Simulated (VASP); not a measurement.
Here is a VASP 6.6.1 calculation.

INCAR

```
SYSTEM = MgSn3S6
  PREC = Accurate
  ENCUT = 520
  EDIFF = 1E-6
  ISMEAR = 0
  SIGMA = 0.1
  LREAL = .False.
  LASPH = .True.
  NELM = 100
  ALGO = Normal
  ISIF = 2
  LWAVE = .False.
  LCHARG = .False.
  GGA = PE
  NBANDS = 51
```

The input KPOINTS:

```
regular mesh
0
Gamma
  3 3 4
  0 0 0
```

File POSCAR:

```
MgSn3S6
1.0
    6.4806114900      0.0000000030      0.0000000000
   -3.2403057476      5.6123741809      0.0000000000
    0.0000000000      0.0000000000      6.7832239272
Mg Sn S
1 3 6
Direct
    0.0000000000      0.0000000000      0.0000000000
    0.3333333333      0.6666666667      0.0000000000
    0.6666666667      0.3333333333      0.0000000000
    0.0000000000      0.0000000000      0.5000000000
    0.3388446287      0.0000000000      0.2143755970
    0.0000000000      0.3388446287      0.2143755970
    0.6611553713      0.6611553713      0.2143755970
    0.0000000000      0.6611553713      0.7856244030
    0.6611553713      0.0000000000      0.7856244030
    0.3388446287      0.3388446287      0.7856244030
```

Potentials or basis: VASP PAW PBE potentials, release 64 (Mg, Sn_d, S).

Command:

```bash
$ cat potpaw_PBE.64/Mg/POTCAR potpaw_PBE.64/Sn_d/POTCAR potpaw_PBE.64/S/POTCAR > POTCAR
$ mpirun -np 1 vasp_std > vasp.out
```

**Question.** What does it give for the pressure?

**Answer.** 0.0 GPa.

**Question.** Estimate the largest force.

**Answer.** 0.027 eV/Å.

**Question.** What does it give for the band gap on the k mesh?

**Answer.** 0.26 eV (least direct gap 0.58 eV).

Stress tensor (GPa, compression positive):
```
-0.14  0.00  0.00
 0.00 -0.14  0.00
 0.00  0.00  0.17
```

Caveat: spin-orbit coupling is left out, which moves the levels of the heavy elements; an odd mesh through Γ misses points on the zone boundary, where band edges can lie.
